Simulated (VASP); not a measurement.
Wanted: the native input for a VASP 6.6.1 run.

- Task: single point
- Functional: PBE
- Potentials or basis: VASP PAW PBE potentials, release 64 (Si, Zr_sv, O)
- Cutoff: 600 eV
- k mesh: 4 × 4 × 4
- Occupations: gaussian, width 0.1 eV
- Spin: no spin polarisation
- Dipole correction: no
- Further INCAR settings: ALGO = Normal; EDIFF = 1e-06; NBANDS = 56

The structure of Zr3SiO8 lies in POSCAR:

```
Zr3SiO8
1.0
    3.5782531610      3.5782531610      0.0000000000
   -3.5782531610      3.5782531610      0.0000000000
    0.0000000000      0.0000000000      5.0633047508
Si Zr O
1 3 8
Direct
    0.0000000000      0.5000000000      0.5000000000
    0.5000000000      0.0000000000      0.5000000000
    0.0000000000      0.0000000000      0.0000000000
    0.5000000000      0.5000000000      0.0000000000
    0.1924638187      0.3075361813      0.6922773605
    0.8075361813      0.6924638187      0.6922773605
    0.3048968971      0.8048968971      0.8050358975
    0.6951031029      0.1951031029      0.8050358975
    0.1924638187      0.6924638187      0.3077226395
    0.8075361813      0.3075361813      0.3077226395
    0.3048968971      0.1951031029      0.1949641025
    0.6951031029      0.8048968971      0.1949641025
```

These files were run (other wordings do the same):

INCAR

```
  PREC = Accurate
  ENCUT = 600
  EDIFF = 1E-6
  ISMEAR = 0
  SIGMA = 0.1
  LREAL = F
  LASPH = T
  NELM = 120
  ALGO = Normal
  ISIF = 2
  LWAVE = F
  LCHARG = F
  GGA = PE
  NBANDS = 56
  GGA_COMPAT = F
```

KPOINTS

```
Automatic mesh
0
Gamma
  4 4 4
```

Potentials or basis: VASP PAW PBE potentials, release 64 (Si, Zr_sv, O).

The run is started by

```bash
$ cat potpaw_PBE.64/Si/POTCAR potpaw_PBE.64/Zr_sv/POTCAR potpaw_PBE.64/O/POTCAR > POTCAR
$ mpirun -np 1 vasp_std > vasp.out
```

Results of the run:

```yaml
Pressure: -0.3 GPa
Largest_force: 0.037 eV/Å
Band_gap_on_the_k_mesh: 3.84 eV (least direct gap 3.87 eV)
```

Run time: 4.5 min on 1 thread of Oxide Virtual Turin-like Processor, with other jobs on the host, peak memory 0.28 GiB.
